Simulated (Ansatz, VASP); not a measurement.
## Pt in VASP and in Ansatz

```
Pt
1.0
    -2.13725    2.49249    1.34023
     2.49249   -2.13725    1.34023
     2.60080    2.60080   -0.68961
Pt
2
Direct
  0.01609 0.98391 0.00000
  0.73391 0.26609 0.50000
```

Alike in both runs: task single point; functional PBE; k mesh 14 × 14 × 10; occupations fermi-dirac, width 0.1 eV; no spin polarisation.

|  | VASP | Ansatz |
| --- | --- | --- |
| version | VASP 6.6.1 | Ansatz 0.2.0 |
| potentials or method | VASP PAW PBE potentials, release 64 (Pt), cutoff 520 eV | plane waves (420 eV) with PAW, scalar-relativistic |
| valence electrons in the cell | 20 | 36 |

```tsv
	VASP	Ansatz	Ansatz less VASP
pressure (GPa)	-0.6	-0.1	+0.53
traceless stress, the component that is largest in VASP (GPa)	-0.08	-0.04	+0.042
```

The functional is the same, so the differences come from potentials, cutoffs and numerics. VASP's potentials hold 20 valence electrons a cell and Ansatz's 36, so a difference there can come from the potentials and not from the codes.

Neither program's run includes spin-orbit coupling.
